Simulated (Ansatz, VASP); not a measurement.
This is a calculation of As for VASP 6.6.1.

File INCAR:

```
ALGO     = Normal         # electronic algorithm
EDIFF    = 1E-7           # SCF threshold, eV
ENCUT    = 520            # plane-wave cutoff, eV
ISIF     = 2              # what is computed and relaxed
ISMEAR   = -1             # smearing method
LASPH    = T              # aspherical terms in the spheres
LCHARG   = T              # write CHGCAR
LELF     = T              # ELF
LREAL    = F              # projectors in reciprocal space
LVHAR    = T            
LWAVE    = F              # write WAVECAR
NBANDS   = 18             # bands
NELM     = 100            # most SCF steps
PREC     = Accurate       # precision mode
SIGMA    = 0.05           # smearing width, eV
```

KPOINTS

```
k-points
0
Gamma
  8 8 6
```

File POSCAR:

```
As
1.0
    1.8490159120     -5.5723767210      0.0000000000
    1.8490159120      5.5723767210      0.0000000000
    0.0000000000      0.0000000000      4.5288225351
As
4
Direct
    0.3900000000      0.6100000000      0.5600000000
    0.8900000000      0.1100000000      0.9400000000
    0.6100000000      0.3900000000      0.4400000000
    0.1100000000      0.8900000000      0.0600000000
```

Potentials or basis: VASP PAW LDA potentials, release 64 (As).

The run is started by

```console
$ cat potpaw_LDA.64/As/POTCAR > POTCAR
$ mpirun -np 1 vasp_std > vasp.out
```

Task: Set up the same calculation for Ansatz 0.2.0. Potentials there: all-electron LAPW, scalar-relativistic.

Result: As run (the cutoff follows the program's own potentials):

input.yaml

```yaml
crystal:
  lattice:
    - [1.849015912, -5.572376721, 0.0]
    - [1.849015912, 5.572376721, 0.0]
    - [0.0, 0.0, 4.5288225351]
  atoms:
    - { symbol: As, position: [0.39, 0.61, 0.56] }
    - { symbol: As, position: [0.89, 0.11, 0.94] }
    - { symbol: As, position: [0.61, 0.39, 0.44] }
    - { symbol: As, position: [0.11, 0.89, 0.06] }
kpoints:
  mp_grid: { grid: [8, 8, 6] }
scf:
  occupations: { method: fermi_dirac, width: 0.05 }
hamiltonian:
  xc: lda
  pseudopotentials: { kind: all_electron, lapw: { basis_error: 0.002 } }
output:
  forces: true
  stress: true
  eigenvalues: true
```

Potentials or basis: all-electron LAPW, scalar-relativistic.

The run is started by

```console
$ ansatz run input.yaml --threads 2 --pin off --max-ram 8192MiB --backend cpu --events-out ev --progress --plain --runs-dir out
```

Both were run:

|  | VASP | Ansatz | Ansatz less VASP |
| --- | --- | --- | --- |
| gap on the k mesh at the Fermi level (eV) | 0.07 | 0.08 | +0.017 |
| least direct gap on the mesh (eV) | 0.14 | 0.15 | +0.013 |
| pressure (GPa) | -4.0 | -4.3 | -0.31 |
| traceless stress, the component that is largest in VASP (GPa) | -0.75 | -0.72 | +0.027 |
| rms of the force components (eV/Å) | 0.222 | 0.259 | +0.0369 |

LDA's correlation is that of Perdew and Zunger in VASP and of Perdew and Wang (1992) in Ansatz. Atom by atom the forces differ by 0.038 eV/Å (rms over components). Ansatz ran all-electron here, and VASP with PAW potentials.
